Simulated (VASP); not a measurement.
Input of a VASP 6.6.1 run:

File INCAR:

```
PREC = Accurate
ENCUT = 520
EDIFF = 1E-7
ISMEAR = 1
SIGMA = 0.15
LREAL = False
LASPH = True
NELM = 100
ALGO = Normal
ISIF = 2
LWAVE = False
LCHARG = False
GGA = CA
NBANDS = 24
```

KPOINTS

```
regular mesh
0
Gamma
  4 4 4
```

Contents of POSCAR:

```
Be2Ag
1.0
   -0.0218578800      3.1197820900      3.1554456700
    3.1254439300     -0.0376532000      3.1712410000
    3.1903706300      3.2005051100     -0.1025809000
Ag Be
2 4
Direct
    0.0172154235      0.9923923509      0.9985450008
    0.2536961154      0.2462754804      0.2460322467
    0.6256541986      0.6291505082      0.6248894153
    0.1252749217      0.6213547196      0.5974286779
    0.6152266306      0.6108216534      0.1394887217
    0.6340407687      0.1205801131      0.6042528057
```

Potentials or basis: VASP PAW LDA potentials, release 64 (Ag, Be).

The run is started by

```console
$ cat potpaw_LDA.64/Ag/POTCAR potpaw_LDA.64/Be/POTCAR > POTCAR
$ mpirun -np 1 vasp_std > vasp.out
```

Problem. Estimate the largest force.

Solution. 0.828 eV/Å.

Problem. Estimate the pressure.

Solution. -4.5 GPa.

Problem. Estimate the band gap on the k mesh.

Solution. Zero (band 15 reaches 8.67 eV, above the bottom of band 16 at 6.46 eV).

Forces in eV/Å, atoms in the order of the input:
```
Ag  -0.216 -0.601 -0.184
Ag   0.121  0.254 -0.008
Be  -0.306 -0.226 -0.537
Be   0.395  0.535  0.045
Be  -0.381 -0.243  0.694
Be   0.386  0.281 -0.010
```

Caveat: the k points lie up to 0.43 Å⁻¹ apart.
